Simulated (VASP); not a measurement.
# CO (Fm-3m) in VASP: notebook

CO is run at these levels: PBE; tasks: relaxation of cell and atoms, single point.

All numbers are computed with VASP 6.6.1; they aren't measurements. Logs are shortened: lines on timing, memory, paths and dates and some standing lists are left out, and cuts for length are marked.

### 1 The cell of the first run

Symmetry: Fm-3m, No. 225, cubic system. The conventional cell has a = 4.601 Å, b = 4.601 Å, c = 4.601 Å, α = 90.00°, β = 90.00°, γ = 90.00°. C (site symmetry m-3m) has 6 O at 2.30 Å within 3.0 Å. Within 3.0 Å of O (site symmetry m-3m) lie 6 C at 2.30 Å.

### 2 Relaxation of cell and atoms, PBE

Input file INCAR:

```
PREC     = Accurate       # precision mode
ENCUT    = 600            # plane-wave cutoff, eV
EDIFF    = 1E-7           # SCF threshold, eV
ISMEAR   = 0              # smearing method
SIGMA    = 0.1            # smearing width, eV
LREAL    = False          # projectors in reciprocal space
LASPH    = True           # aspherical terms in the spheres
NELM     = 120            # most SCF steps
ALGO     = Normal         # electronic algorithm
ISIF     = 3              # what is computed and relaxed
LWAVE    = False          # write WAVECAR
LCHARG   = False          # write CHGCAR
GGA      = PE             # functional
IBRION   = 2              # ionic algorithm
NSW      = 90             # ionic steps
EDIFFG   = -0.04          # ionic threshold
GGA_COMPAT= False        
NELMIN   = 4
```

Input file KPOINTS:

```
regular mesh
0
Gamma
  6 6 6
```

Input file POSCAR:

```
CO
1.0
    0.0000000000      2.3004564749      2.3004564749
    2.3004564749      0.0000000000      2.3004564749
    2.3004564749      2.3004564749      0.0000000000
C O
1 1
Direct
    0.0000000000      0.0000000000      0.0000000000
    0.5000000000      0.5000000000      0.5000000000
```

Potentials or basis: VASP PAW PBE potentials, release 64 (C, O).

Command:

```console
$ cat potpaw_PBE.64/C/POTCAR potpaw_PBE.64/O/POTCAR > POTCAR
$ mpirun -np 1 vasp_std > vasp.out
```

OUTCAR:

```text
PREC = Accurate
   ENCUT = 600
   EDIFF = 1E-7
   ISMEAR = 0
   LREAL = False
   LASPH = True
   NELM = 120
   ISIF = 3
   GGA = PE
   IBRION = 2
   NSW = 90
   EDIFFG = -0.04
   NELMIN = 4

 ion  position               nearest neighbor table
   1  0.000  0.000  0.000-
   2  0.500  0.500  0.500-

  LATTYP: Found a face centered cubic cell.
 ALAT       =     4.6009129498

  Lattice vectors:

 A1 = (   0.0000000000,   2.3004564749,   2.3004564749)
 A2 = (   2.3004564749,   0.0000000000,   2.3004564749)
 A3 = (   2.3004564749,   2.3004564749,   0.0000000000)

Analysis of symmetry for initial positions (statically):
=====================================================================
 Subroutine PRICEL returns:
 Original cell was already a primitive cell.

 Routine SETGRP: Setting up the symmetry group for a
 face centered cubic supercell.

 Subroutine GETGRP returns: Found 48 space group operations
 (whereof 48 operations were pure point group operations)
 out of a pool of 48 trial point group operations.

The static configuration has the point symmetry O_h .

Analysis of symmetry for dynamics (positions and initial velocities):
=====================================================================
 Subroutine PRICEL returns:
 Original cell was already a primitive cell.

 Routine SETGRP: Setting up the symmetry group for a
 face centered cubic supercell.

 Subroutine GETGRP returns: Found 48 space group operations
 (whereof 48 operations were pure point group operations)
 out of a pool of 48 trial point group operations.

The dynamic configuration has the point symmetry O_h .

 Subroutine INISYM returns: Found 48 space group operations
 (whereof 48 operations are pure point group operations),
 and found     1 'primitive' translations

----------------------------------------------------------------------------------------

                                     Primitive cell

  volume of cell :      24.3485

  direct lattice vectors                    reciprocal lattice vectors
     0.000000000  2.300456475  2.300456475    -0.217348168  0.217348168  0.217348168
     2.300456475  0.000000000  2.300456475     0.217348168 -0.217348168  0.217348168
     2.300456475  2.300456475  0.000000000     0.217348168  0.217348168 -0.217348168

  length of vectors
     3.253336746  3.253336746  3.253336746     0.376458070  0.376458070  0.376458070

  position of ions in fractional coordinates (direct lattice)
     0.000000000  0.000000000  0.000000000
     0.500000000  0.500000000  0.500000000

  ion indices of the primitive-cell ions
   primitive index   ion index
                 1           1
                 2           2

----------------------------------------------------------------------------------------

 KPOINTS: regular mesh

Automatic generation of k-mesh.
 Grid dimensions read from file:
 generate k-points for:    6    6    6

 Generating k-lattice:

  Cartesian coordinates                     Fractional coordinates (reciprocal lattice)
    -0.036224695  0.036224695  0.036224695     0.166666667  0.000000000  0.000000000
     0.036224695 -0.036224695  0.036224695     0.000000000  0.166666667  0.000000000
     0.036224695  0.036224695 -0.036224695     0.000000000  0.000000000  0.166666667

  Length of vectors
     0.062743012  0.062743012  0.062743012

  Shift w.r.t. Gamma in fractional coordinates (k-lattice)
     0.000000000  0.000000000  0.000000000

 Subroutine IBZKPT returns following result:
 ===========================================

 Found     16 irreducible k-points:

 Following reciprocal coordinates:
            Coordinates               Weight
  0.000000  0.000000  0.000000      1.000000
  0.166667  0.000000  0.000000      8.000000
  0.333333  0.000000  0.000000      8.000000
  0.500000  0.000000  0.000000      4.000000
  0.166667  0.166667  0.000000      6.000000
  0.333333  0.166667  0.000000     24.000000
[... 8 lines left out ...]
 -0.333333  0.333333  0.166667     24.000000
 -0.333333  0.500000  0.166667     12.000000
   k-points           NKPTS =     16   k-points in BZ     NKDIM =     16   number of bands    NBANDS=      9
   number of dos      NEDOS =    301   number of ions     NIONS =      2
   total plane-waves  NPLWV =  21952
   dimension x,y,z NGX =    28 NGY =   28 NGZ =   28
   dimension x,y,z NGXF=    56 NGYF=   56 NGZF=   56
   ions per type =               1   1
   NGX,Y,Z   is equivalent  to a cutoff of  14.31, 14.31, 14.31 a.u.
   NGXF,Y,Z  is equivalent  to a cutoff of  28.62, 28.62, 28.62 a.u.
 SYSTEM =  unknown system
   PREC   = accura    normal or accurate (medium, high low for compatibility)
   ISTART =      0    job   : 0-new  1-cont  2-samecut
   ICHARG =      2    charge: 1-file 2-atom 10-const
   ISPIN  =      1    spin polarized calculation?
   LNONCOLLINEAR =      F non collinear calculations
   LSORBIT =      F    spin-orbit coupling
   LASPH  =      T    aspherical Exc in radial PAW
   ENCUT  =  600.0 eV  44.10 Ry    6.64 a.u.   6.50  6.50  6.50*2*pi/ulx,y,z
   NELM   =    120;   NELMIN=  4; NELMDL= -5     # of ELM steps
   EDIFF  = 0.1E-06   stopping-criterion for ELM
   LREAL  =      F    real-space projection
   EDIFFG = -.4E-01   stopping-criterion for IOM
   NSW    =     90    number of steps for IOM
   IBRION =      2    ionic relax: 0-MD 1-quasi-New 2-CG
   NFREE  =      1    steps in history (QN), initial steepest desc. (CG)
   ISIF   =      3    stress and relaxation
   ISYM   =      2    0-nonsym 1-usesym 2-fastsym
   POTIM  = 0.5000    time-step for ionic-motion
   TEBEG  =    0.0;   TEEND  =   0.0 temperature during run
   PSTRESS=    0.0 pullay stress
   NELECT =      10.0000    total number of electrons
   NUPDOWN=      -1.0000    fix difference up-down
   EMIN   =  10.00;   EMAX   =-10.00  energy-range for DOS
   EFERMI =   0.00;   METHOD = LEGACY
   ISMEAR =     0;   SIGMA  =   0.10  broadening in eV -4-tet -1-fermi 0-gaus
   EFERMI_NEDOS =   21; number of points for ismear=-14 and -15
   IALGO  =     38    algorithm
   IMIX   =      4    mixing-type and parameters
     AMIX     =   0.40;   BMIX     =  1.00
     AMIX_MAG =   1.60;   BMIX_MAG =  1.00
  volume/ion in A,a.u.               =      12.17        82.16
  Fermi-wavevector in a.u.,A,eV,Ry     =   1.216889  2.299586 20.147749  1.480818
  Thomas-Fermi vector in A             =   2.352227
   LORBIT       =      0    0 simple, 1 ext, 2 COOP (PROOUT), +10 PAW based schemes
   GGA     = PE    functional components
   LHFCALC =     F    Hartree Fock is set to
   AEXX    =    0.0000 exact exchange contribution
   IVDW    =     0    specifies the selected vdW correction
   LEPSILON=     F    determine dielectric tensor
   LRPA    =     F    only Hartree local field effects (RPA)
 conjugate gradient relaxation of ions
 non-spin polarized calculation
 Gauss-broadening in eV      SIGMA  =   0.10
  energy-cutoff  :      600.00
  volume of cell :       24.35
 maximum number of plane-waves:       869
 NGX is ok and might be reduce to    28
   NGX = 13   NGY = 13   NGZ = 13

--------------------------------------- Ionic step        1  -------------------------------------------

 number of electron      10.0000002 magnetization

 Free energy of the ion-electron system (eV)
  ---------------------------------------------------
  ext. energy  EPLUGINS =         0.00000000
  ---------------------------------------------------
  free energy    TOTEN  =        -8.25483007 eV

  energy without entropy =       -8.25280222  energy(sigma->0) =       -8.25381614

 E-fermi :   0.3197     XC(G=0):  -9.8761

 val. band max:        0.3023383734   @ k =   0.5000   0.0000   0.0000
 cond. band min:       0.3369747441   @ k =   0.5000   0.0000   0.0000
 fundamental gap:      0.0346363707
 Fermi energy:         0.3196565587

 k-point     1 :       0.0000    0.0000    0.0000
  band No.  band energies     occupation
      1     -17.1353      2.00000
      2      -7.1448      2.00000
      3      -1.3165      2.00000
      4      -1.3165      2.00000
      5      -1.3165      2.00000
      6       3.1592      0.00000
      7       3.1592      0.00000
      8       3.1592      0.00000
      9      14.4407      0.00000

 k-point     2 :       0.1667    0.0000    0.0000
  band No.  band energies     occupation
      1     -16.9307      2.00000
      2      -7.5884      2.00000
      3      -1.2434      2.00000
      4      -1.2434      2.00000
      5      -1.0590      2.00000
      6       2.5856      0.00000
      7       2.7633      0.00000
      8       2.7633      0.00000
      9      14.9913      0.00000

 k-point     3 :       0.3333    0.0000    0.0000
  band No.  band energies     occupation
      1     -16.4699      2.00000
      2      -8.4773      2.00000
      3      -1.0366      2.00000
      4      -1.0366      2.00000
      5      -0.4776      2.00000
      6       1.4038      0.00000
      7       1.9570      0.00000
      8       1.9570      0.00000
      9      14.8337      0.00000
[... 239 lines left out ...]
 VOLUME and BASIS-vectors are now :
 -----------------------------------------------------------------------------
  energy-cutoff  :      600.00
  volume of cell :       15.74
      direct lattice vectors                 reciprocal lattice vectors
     0.000000000  1.988947524  1.988947524    -0.251389237  0.251389237  0.251389237
     1.988947524  0.000000000  1.988947524     0.251389237 -0.251389237  0.251389237
     1.988947524  1.988947524 -0.000000000     0.251389237  0.251389237 -0.251389237

 POSITION                                       TOTAL-FORCE (eV/Angst)
 -----------------------------------------------------------------------------------
      0.00000      1.98895      1.98895         0.000000      0.000000     -0.000000
      1.98895      1.98895      1.98895        -0.000000     -0.000000      0.000000
 -----------------------------------------------------------------------------------
    total drift:                                0.000000      0.000000      0.000000

  FREE ENERGIE OF THE ION-ELECTRON SYSTEM (eV)
  ---------------------------------------------------
  free  energy   TOTEN  =        -9.5126963377 eV

  energy  without entropy=       -9.5126963377  energy(sigma->0) =       -9.51269634

--------------------------------------- Ionic step        4  -------------------------------------------

 number of electron       9.9999999 magnetization

 Free energy of the ion-electron system (eV)
  ---------------------------------------------------
  ext. energy  EPLUGINS =         0.00000000
  ---------------------------------------------------
  free energy    TOTEN  =        -9.51351280 eV

  energy without entropy =       -9.51351280  energy(sigma->0) =       -9.51351280

 E-fermi :   5.9852     XC(G=0): -12.0905

 val. band max:        5.4448831767   @ k =   0.5000   0.0000   0.0000
 cond. band min:       6.5720734582   @ k =  -0.3333   0.1667   0.0000
 fundamental gap:      1.1271902815
 Fermi energy:         5.9851601855

 k-point     1 :       0.0000    0.0000    0.0000
  band No.  band energies     occupation
      1     -16.3437      2.00000
      2      -0.4012      2.00000
      3       1.9292      2.00000
      4       1.9292      2.00000
      5       1.9292      2.00000
      6       9.6305      0.00000
      7       9.6305      0.00000
      8       9.6305      0.00000
      9      23.0986      0.00000

 k-point     2 :       0.1667    0.0000    0.0000
  band No.  band energies     occupation
      1     -15.8858      2.00000
      2      -2.4697      2.00000
      3       1.9986      2.00000
      4       1.9986      2.00000
      5       3.3848      2.00000
      6       8.8336      0.00000
      7       8.8336      0.00000
      8       8.8994      0.00000
      9      21.5813      0.00000

 k-point     3 :       0.3333    0.0000    0.0000
  band No.  band energies     occupation
      1     -14.7295      2.00000
      2      -5.3381      2.00000
      3       2.2217      2.00000
      4       2.2217      2.00000
      5       4.8068      2.00000
      6       7.3433      0.00000
      7       7.3433      0.00000
      8       7.5172      0.00000
      9      21.6289      0.00000
[... 167 lines left out ...]
 VOLUME and BASIS-vectors are now :
 -----------------------------------------------------------------------------
  energy-cutoff  :      600.00
  volume of cell :       15.57
      direct lattice vectors                 reciprocal lattice vectors
     0.000000000  1.981760999  1.981760999    -0.252300858  0.252300858  0.252300858
     1.981760999  0.000000000  1.981760999     0.252300858 -0.252300858  0.252300858
     1.981760999  1.981760999 -0.000000000     0.252300858  0.252300858 -0.252300858

 POSITION                                       TOTAL-FORCE (eV/Angst)
 -----------------------------------------------------------------------------------
      0.00000      0.00000      0.00000         0.000000      0.000000     -0.000000
      1.98176      1.98176      1.98176        -0.000000     -0.000000      0.000000
 -----------------------------------------------------------------------------------
    total drift:                                0.000000      0.000000      0.000000

  FREE ENERGIE OF THE ION-ELECTRON SYSTEM (eV)
  ---------------------------------------------------
  free  energy   TOTEN  =        -9.5135128035 eV

  energy  without entropy=       -9.5135128035  energy(sigma->0) =       -9.51351280

 reached required accuracy - stopping structural energy minimisation
```

Wall time 24 s (1 thread of Intel Xeon Platinum 8259CL at 2.50GHz (Skylake/Cascade Lake), shared host); peak memory 0.15 GiB.

Results:

```
Free energy                           : -9.5135 eV
Relaxed volume                        : 7.78 Å³/atom
Relaxed cell                          : a = 2.803 Å, b = 2.803 Å, c = 2.803 Å, α = 60.00°, β = 60.00°, γ = 60.00°
Space group after relaxing (to 0.1 Å) : Fm-3m (No. 225)
Energy gained by relaxing             : 629.3 meV/atom
Ionic steps                           : 4
Pressure after relaxing               : 0.2 GPa
Band gap on the k mesh                : 1.13 eV (least direct gap 1.16 eV)
```

Step by step:
| step | energy change (eV) | largest force (eV/Å) | pressure (GPa) | volume (Å³) |
| --- | --- | --- | --- | --- |
| 1 | 0.0000 | 0.0000 | -30.96 | 24.35 |
| 2 | -1.2000 | 0.0000 | -12.67 | 16.96 |
| 3 | -1.2579 | 0.0000 | -1.70 | 15.74 |
| 4 | -1.2587 | 0.0000 | 0.18 | 15.57 |

Final structure:
```yaml
crystal:
  lattice:
    - [0.00000, 1.98176, 1.98176]
    - [1.98176, 0.00000, 1.98176]
    - [1.98176, 1.98176, 0.00000]
  atoms:
    - { symbol: C, position: [0.00000, 0.00000, 0.00000] }
    - { symbol: O, position: [0.50000, 0.50000, 0.50000] }
```

Caveat: the volume moved by over 15 % at a fixed basis, so the end points are rough. A k mesh can miss the band edges.

(Part 1 of 2 ends here.)
